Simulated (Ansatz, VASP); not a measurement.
# CuI3 in VASP and in Ansatz

```
Cu I
1.0
     5.42836    0.00000    0.00000
     0.00000    5.42836    0.00000
     0.00000    0.00000    5.42836
Cu I
1 3
Direct
  0.00000 0.00000 0.00000
  0.50000 0.00000 0.00000
  0.00000 0.00000 0.50000
  0.00000 0.50000 0.00000
```

Alike in both runs: task single point; functional PBE; k mesh 6 × 6 × 6; occupations gaussian, width 0.05 eV; collinear spin; Hubbard terms Cu d U = 4.0 eV.

```csv
,VASP,Ansatz
version,VASP 6.6.1,Ansatz 0.2.0
potentials or method,"VASP PAW PBE potentials, release 64 (Cu, I), cutoff 520 eV","scalar-relativistic, plane waves, PAW"
valence electrons in the cell,32,70
```

```tsv
	VASP	Ansatz	Ansatz less VASP
pressure (GPa)	0.3	0.5	+0.17
```

The programs project onto different local orbitals, so the same U acts differently, and such runs can settle in different states. VASP's potentials hold 32 valence electrons a cell and Ansatz's 70, so a difference there can come from the potentials and not from the codes. Ansatz's warnings: filled band counts differ across k points, seeded moment not kept.

Neither program's run includes spin-orbit coupling.
